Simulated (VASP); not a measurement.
BaTiO3:

```
Ba Ti O
1.0
     3.96326    0.00000    0.00000
     0.00000    3.96326    0.00000
     0.00000    0.00000    4.06788
Ba Ti O
1 1 3
Direct
  0.00000 0.00000 0.99705
  0.50000 0.50000 0.48035
  0.50000 0.50000 0.02918
  0.50000 0.00000 0.51821
  0.00000 0.50000 0.51821
```

Base run:

```yaml
Program: VASP 6.6.1
Functional: PBE
Potentials_or_basis: VASP PAW PBE potentials, release 64 (Ba_sv, Ti_sv, O_h)
Cutoff: 910 eV
k_mesh: 4 × 4 × 4
Occupations: fermi-dirac, width 0.05 eV
Spin: no spin polarisation
```

Its results: band gap on the k mesh 1.82 eV, indirect (least direct gap 2.26 eV); pressure 6.4 GPa; largest force 0.039 eV/Å.

Problem. The run is repeated on the same cell with these changes: potentials or basis from VASP PAW PBE potentials, release 64 (Ba_sv, Ti_sv, O_h) to VASP PAW PBE potentials, release 64 (Ba_sv, Ti_sv, O); cutoff from 910 eV to 520 eV. What comes out?

Solution. Band gap on the k mesh 1.82 eV, indirect (least direct gap 2.26 eV); pressure 6.8 GPa; largest force 0.065 eV/Å.

Caveats: spin-orbit coupling is left out, which moves the levels of the heavy elements; the cutoff is under 1.25 times the usual one of these potentials, so pressure, stress and relaxed cells hold a basis-set (Pulay) error (some runs).

A k mesh can miss the band edges.
